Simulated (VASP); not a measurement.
# LiCl (P6_3mc) in VASP: further runs

LiCl is run at these levels: PBE; tasks: single point.

Everything below comes from runs of VASP 6.6.1. Logs are shortened: lines on timing, memory, paths and dates and some standing lists are left out, and cuts for length are marked.

## Step 1: The cell of the first run

It takes space group P6_3mc (No. 186, hexagonal). The conventional cell has a = 3.920 Å, b = 3.920 Å, c = 5.968 Å, α = 90.00°, β = 90.00°, γ = 120.00°. Li (site symmetry 3m) has 4 Cl at 2.33 to 2.44 Å within 3.1 Å. Within 3.1 Å of Cl (site symmetry 3m) lie 4 Li at 2.33 to 2.44 Å.

## Step 2: Single point, PBE (strained)

INCAR reads:

```
SYSTEM = LiCl
  PREC = Accurate
  ENCUT = 520
  EDIFF = 1E-7
  ISMEAR = 0
  SIGMA = 0.02
  LREAL = .False.
  LASPH = .True.
  NELM = 60
  ALGO = Normal
  ISIF = 2
  LWAVE = .False.
  LCHARG = .False.
  GGA = PE
  NBANDS = 18
```

KPOINTS reads:

```
regular mesh
0
Gamma
  9 9 4
  0 0 0
```

POSCAR reads:

```
LiCl
1.0
    3.9204078426      0.0000000000      0.0000000000
   -1.9602039213      3.3951727849      0.0000000000
    0.0000000000      0.0000000000      5.9684841765
Li Cl
2 2
Direct
    0.6666666700      0.3333333300      0.8917472922
    0.3333333300      0.6666666700      0.3917472922
    0.6666666700      0.3333333300      0.4832537078
    0.3333333300      0.6666666700      0.9832537078
```

Potentials or basis: VASP PAW PBE potentials, release 64 (Li_sv, Cl).

The run is started by

```console
> cat potpaw_PBE.64/Li_sv/POTCAR potpaw_PBE.64/Cl/POTCAR > POTCAR
> mpirun -np 1 vasp_std > vasp.out
```

OUTCAR:

```text
SYSTEM = LiCl
   PREC = Accurate
   ENCUT = 520
   EDIFF = 1E-7
   ISMEAR = 0
   LREAL = .False.
   LASPH = .True.
   NELM = 60
   ISIF = 2
   GGA = PE

 ion  position               nearest neighbor table
   1  0.667  0.333  0.892-   4 2.33   4 2.33   4 2.33   3 2.44
   2  0.333  0.667  0.392-   3 2.33   3 2.33   3 2.33   4 2.44
   3  0.667  0.333  0.483-   2 2.33   2 2.33   2 2.33   1 2.44
   4  0.333  0.667  0.983-   1 2.33   1 2.33   1 2.33   2 2.44

  LATTYP: Found a hexagonal cell.
 ALAT       =     3.9204078426
 C/A-ratio  =     1.5224140998

  Lattice vectors:

 A1 = (   3.9204078426,   0.0000000000,   0.0000000000)
 A2 = (  -1.9602039213,   3.3951727849,   0.0000000000)
 A3 = (   0.0000000000,   0.0000000000,   5.9684841765)

Analysis of symmetry for initial positions (statically):
=====================================================================
 Subroutine PRICEL returns:
 Original cell was already a primitive cell.

 Routine SETGRP: Setting up the symmetry group for a
 hexagonal supercell.

 Subroutine GETGRP returns: Found 12 space group operations
 (whereof  6 operations were pure point group operations)
 out of a pool of 24 trial point group operations.

The static configuration has the point symmetry C_3v.
 The point group associated with its full space group is C_6v.

Analysis of symmetry for dynamics (positions and initial velocities):
=====================================================================
 Subroutine PRICEL returns:
 Original cell was already a primitive cell.

 Routine SETGRP: Setting up the symmetry group for a
 hexagonal supercell.

 Subroutine GETGRP returns: Found 12 space group operations
 (whereof  6 operations were pure point group operations)
 out of a pool of 24 trial point group operations.

The dynamic configuration has the point symmetry C_3v.
 The point group associated with its full space group is C_6v.

 Subroutine INISYM returns: Found 12 space group operations
 (whereof  6 operations are pure point group operations),
 and found     1 'primitive' translations

----------------------------------------------------------------------------------------

                                     Primitive cell

  volume of cell :      79.4433

  direct lattice vectors                    reciprocal lattice vectors
     3.920407843  0.000000000  0.000000000     0.255075502  0.147267910  0.000000000
    -1.960203921  3.395172785  0.000000000     0.000000000  0.294535820  0.000000000
     0.000000000  0.000000000  5.968484176     0.000000000  0.000000000  0.167546729

  length of vectors
     3.920407843  3.920407843  5.968484176     0.294535820  0.294535820  0.167546729

  position of ions in fractional coordinates (direct lattice)
     0.666666670  0.333333330  0.891747292
     0.333333330  0.666666670  0.391747292
     0.666666670  0.333333330  0.483253708
     0.333333330  0.666666670  0.983253708

  ion indices of the primitive-cell ions
   primitive index   ion index
                 1           1
                 2           2
                 3           3
                 4           4

----------------------------------------------------------------------------------------

 KPOINTS: regular mesh

Automatic generation of k-mesh.
 Grid dimensions read from file:
 generate k-points for:    9    9    4

 Generating k-lattice:

  Cartesian coordinates                     Fractional coordinates (reciprocal lattice)
     0.028341722  0.016363101  0.000000000     0.111111111  0.000000000  0.000000000
     0.000000000  0.032726202  0.000000000     0.000000000  0.111111111  0.000000000
     0.000000000  0.000000000  0.041886682     0.000000000  0.000000000  0.250000000

  Length of vectors
     0.032726202  0.032726202  0.041886682

  Shift w.r.t. Gamma in fractional coordinates (k-lattice)
     0.000000000  0.000000000  0.000000000

 Subroutine IBZKPT returns following result:
 ===========================================

 Found     36 irreducible k-points:

 Following reciprocal coordinates:
            Coordinates               Weight
  0.000000  0.000000  0.000000      1.000000
  0.111111 -0.000000  0.000000      6.000000
  0.222222 -0.000000  0.000000      6.000000
  0.333333 -0.000000  0.000000      6.000000
  0.444444 -0.000000  0.000000      6.000000
  0.111111  0.111111  0.000000      6.000000
[... 16 lines left out ...]
  0.333333  0.222222  0.250000     24.000000
  0.333333  0.333333  0.250000      4.000000
 [... further k-points ...]
   k-points           NKPTS =     36   k-points in BZ     NKDIM =     36   number of bands    NBANDS=     18
   number of dos      NEDOS =    301   number of ions     NIONS =      4
   total plane-waves  NPLWV =  43200
   dimension x,y,z NGX =    30 NGY =   30 NGZ =   48
   dimension x,y,z NGXF=    60 NGYF=   60 NGZF=   96
   ions per type =               2   2
   NGX,Y,Z   is equivalent  to a cutoff of  12.72, 12.72, 13.37 a.u.
   NGXF,Y,Z  is equivalent  to a cutoff of  25.44, 25.44, 26.74 a.u.
 SYSTEM =  LiCl
   PREC   = accura    normal or accurate (medium, high low for compatibility)
   ISTART =      0    job   : 0-new  1-cont  2-samecut
   ICHARG =      2    charge: 1-file 2-atom 10-const
   ISPIN  =      1    spin polarized calculation?
   LNONCOLLINEAR =      F non collinear calculations
   LSORBIT =      F    spin-orbit coupling
   LASPH  =      T    aspherical Exc in radial PAW
   ENCUT  =  520.0 eV  38.22 Ry    6.18 a.u.   7.29  7.29 11.10*2*pi/ulx,y,z
   NELM   =     60;   NELMIN=  2; NELMDL= -5     # of ELM steps
   EDIFF  = 0.1E-06   stopping-criterion for ELM
   LREAL  =      F    real-space projection
   EDIFFG = 0.1E-05   stopping-criterion for IOM
   NSW    =      0    number of steps for IOM
   IBRION =     -1    ionic relax: 0-MD 1-quasi-New 2-CG
   NFREE  =      0    steps in history (QN), initial steepest desc. (CG)
   ISIF   =      2    stress and relaxation
   ISYM   =      2    0-nonsym 1-usesym 2-fastsym
   POTIM  = 0.5000    time-step for ionic-motion
   TEBEG  =    0.0;   TEEND  =   0.0 temperature during run
   PSTRESS=    0.0 pullay stress
   NELECT =      20.0000    total number of electrons
   NUPDOWN=      -1.0000    fix difference up-down
   EMIN   =  10.00;   EMAX   =-10.00  energy-range for DOS
   EFERMI =   0.00;   METHOD = LEGACY
   ISMEAR =     0;   SIGMA  =   0.02  broadening in eV -4-tet -1-fermi 0-gaus
   EFERMI_NEDOS =   21; number of points for ismear=-14 and -15
   IALGO  =     38    algorithm
   IMIX   =      4    mixing-type and parameters
     AMIX     =   0.40;   BMIX     =  1.00
     AMIX_MAG =   1.60;   BMIX_MAG =  1.00
  volume/ion in A,a.u.               =      19.86       134.03
  Fermi-wavevector in a.u.,A,eV,Ry     =   1.033711  1.953430 14.538618  1.068558
  Thomas-Fermi vector in A             =   2.167971
   LORBIT       =      0    0 simple, 1 ext, 2 COOP (PROOUT), +10 PAW based schemes
   GGA     = PE    functional components
   LHFCALC =     F    Hartree Fock is set to
   AEXX    =    0.0000 exact exchange contribution
   IVDW    =     0    specifies the selected vdW correction
   LEPSILON=     F    determine dielectric tensor
   LRPA    =     F    only Hartree local field effects (RPA)
 non-spin polarized calculation
 Gauss-broadening in eV      SIGMA  =   0.02
  energy-cutoff  :      520.00
  volume of cell :       79.44
 maximum number of plane-waves:      2177
 NGX is ok and might be reduce to    30
   NGX = 15   NGY = 15   NGZ = 23

 number of electron      20.0000000 magnetization

 Free energy of the ion-electron system (eV)
  ---------------------------------------------------
  ext. energy  EPLUGINS =         0.00000000
  ---------------------------------------------------
  free energy    TOTEN  =       -14.83275465 eV

  energy without entropy =      -14.83275465  energy(sigma->0) =      -14.83275465

 E-fermi :  -0.5455     XC(G=0):  -7.8367

 val. band max:       -0.7057861791   @ k =   0.0000   0.0000   0.0000
 cond. band min:       5.2043110895   @ k =   0.0000   0.0000   0.0000
 fundamental gap:      5.9100972685
 Fermi energy:        -0.5455073586

 k-point     1 :       0.0000    0.0000    0.0000
  band No.  band energies     occupation
      1     -43.7869      2.00000
      2     -43.7850      2.00000
      3     -13.7785      2.00000
      4     -13.3540      2.00000
      5      -3.1307      2.00000
      6      -1.4966      2.00000
[... 10 lines left out ...]
     17      10.2223      0.00000
     18      10.4189      0.00000

 k-point     2 :       0.1111   -0.0000    0.0000
  band No.  band energies     occupation
      1     -43.7867      2.00000
      2     -43.7848      2.00000
      3     -13.7510      2.00000
      4     -13.3479      2.00000
      5      -3.0596      2.00000
      6      -1.6615      2.00000
[... 10 lines left out ...]
     17      10.3269      0.00000
     18      10.3641      0.00000

 k-point     3 :       0.2222   -0.0000    0.0000
  band No.  band energies     occupation
      1     -43.7863      2.00000
      2     -43.7847      2.00000
      3     -13.6765      2.00000
      4     -13.3357      2.00000
      5      -2.8625      2.00000
      6      -2.0698      2.00000
[... 10 lines left out ...]
     17      10.4458      0.00000
     18      10.8062      0.00000

 k-point     4 :       0.3333   -0.0000    0.0000
  band No.  band energies     occupation
      1     -43.7857      2.00000
      2     -43.7845      2.00000
      3     -13.5788      2.00000
      4     -13.3324      2.00000
      5      -2.6797      2.00000
      6      -2.4027      2.00000
[... 375 lines left out ...]
      4     -13.3660      2.00000
      5      -2.6333      2.00000
      6      -2.6150      2.00000
[... 10 lines left out ...]
     17      10.7645      0.00000
     18      11.5943      0.00000

 k-point    23 :       0.3333    0.2222    0.2500
  band No.  band energies     occupation
      1     -43.7850      2.00000
      2     -43.7847      2.00000
      3     -13.4409      2.00000
      4     -13.3734      2.00000
      5      -2.8161      2.00000
      6      -2.5176      2.00000
[... 10 lines left out ...]
     17      11.0975      0.00000
     18      11.8668      0.00000

 k-point    24 :       0.3333    0.3333    0.2500
  band No.  band energies     occupation
      1     -43.7848      2.00000
      2     -43.7848      2.00000
      3     -13.3977      2.00000
      4     -13.3977      2.00000
      5      -2.7975      2.00000
      6      -2.4150      2.00000
[... 10 lines left out ...]
     17      11.3640      0.00000
     18      11.7127      0.00000

 [... further k-points ...]

------------------------ aborting loop because EDIFF is reached ----------------------------------------

  FORCE on cell =-STRESS in cart. coord.  units (eV):
  Direction    XX          YY          ZZ          XY          YZ          ZX
  --------------------------------------------------------------------------------------
  -------------------------------------------------------------------------------------
  Total        0.7889580      0.7889580      0.4131061      0.0000000      0.0000000      0.0000000
  in kB       15.9113604     15.9113604      8.3313438      0.0000000      0.0000000      0.0000000
  external PRESSURE =      13.3846882 kB  Pullay stress =       0.0000000 kB

 VOLUME and BASIS-vectors are now :
 -----------------------------------------------------------------------------
  energy-cutoff  :      520.00
  volume of cell :       79.44
      direct lattice vectors                 reciprocal lattice vectors
     3.920407843  0.000000000  0.000000000     0.255075502  0.147267910  0.000000000
    -1.960203921  3.395172785  0.000000000     0.000000000  0.294535820  0.000000000
     0.000000000  0.000000000  5.968484176     0.000000000  0.000000000  0.167546729

 POSITION                                       TOTAL-FORCE (eV/Angst)
 -----------------------------------------------------------------------------------
      1.96020      1.13172      5.32238         0.000000      0.000000     -0.135609
     -0.00000      2.26345      2.33814        -0.000000      0.000000     -0.135609
      1.96020      1.13172      2.88429        -0.000000      0.000000      0.135609
     -0.00000      2.26345      5.86853         0.000000     -0.000000      0.135609
 -----------------------------------------------------------------------------------
    total drift:                                0.000006     -0.000003      0.000555

  FREE ENERGIE OF THE ION-ELECTRON SYSTEM (eV)
  ---------------------------------------------------
  free  energy   TOTEN  =       -14.8327546539 eV

  energy  without entropy=      -14.8327546539  energy(sigma->0) =      -14.83275465
```

Run time: 35 s. Hardware: 1 thread of Intel Xeon Platinum 8488C (Sapphire Rapids), shared host; peak memory 0.2 GiB.

Results:

```
Free energy            : -14.8328 eV
Largest force          : 0.136 eV/Å
Band gap on the k mesh : 5.91 eV, direct
```

Forces on the atoms (eV/Å):
```
Li   0.000  0.000 -0.136
Li   0.000  0.000 -0.136
Cl   0.000  0.000  0.136
Cl   0.000  0.000  0.136
```

Caveat: the cell differs from its parent crystal (strained); the cutoff is under 1.25 times the usual one of these potentials, so pressure, stress and relaxed cells hold a basis-set (Pulay) error. A k mesh can miss the band edges.

## Step 3: Single point, PBE (strained)

INCAR reads:

```
SYSTEM = LiCl
  PREC = Accurate
  ENCUT = 520
  EDIFF = 1E-6
  ISMEAR = 0
  SIGMA = 0.02
  LREAL = .FALSE.
  LASPH = .TRUE.
  NELM = 100
  ALGO = Normal
  ISIF = 2
  LWAVE = .FALSE.
  LCHARG = .TRUE.
  GGA = PE
  LELF = .TRUE.
  LVHAR = .TRUE.
  NBANDS = 18
```

KPOINTS reads:

```
Automatic mesh
0
G
  9 9 4
  0 0 0
```

POSCAR reads:

```
LiCl
1.0
    3.8485824982      0.0000000000      0.0000000000
   -1.9242912491      3.3329702120      0.0000000000
    0.0000000000      0.0000000000      6.6150074502
Li Cl
2 2
Direct
    0.6666666700      0.3333333300      0.9153427305
    0.3333333300      0.6666666700      0.4153427305
    0.6666666700      0.3333333300      0.4596582695
    0.3333333300      0.6666666700      0.9596582695
```

Potentials or basis: VASP PAW PBE potentials, release 64 (Li_sv, Cl).

The run is started by

```console
> cat potpaw_PBE.64/Li_sv/POTCAR potpaw_PBE.64/Cl/POTCAR > POTCAR
> mpirun -np 1 vasp_std > vasp.out
```

Wall time 39 s (1 thread of Intel Xeon Platinum 8488C (Sapphire Rapids), shared host); peak memory 0.21 GiB.

The run converged. Its results:

```yaml
Free_energy: -14.6112 eV
Largest_force: 0.208 eV/Å
Band_gap_on_the_k_mesh: 5.77 eV, direct
```

Forces in eV/Å, atoms in the order of the input:
```
Li   0.000  0.000 -0.208
Li   0.000  0.000 -0.208
Cl   0.000  0.000  0.208
Cl   0.000  0.000  0.208
```

Levels at points of the mesh, in eV from the valence-band top:
```tsv
k point	band 8	band 9	band 10	band 11	band 12	band 13
(0.00, 0.00, 0.00)	-0.38	-0.38	0.00	5.77	8.59	9.83
(0.00, 0.00, 0.50)	-0.48	-0.48	-0.48	7.31	7.31	9.92
```

Caveat: the cell differs from its parent crystal (strained); the cutoff is under 1.25 times the usual one of these potentials, so pressure, stress and relaxed cells hold a basis-set (Pulay) error.
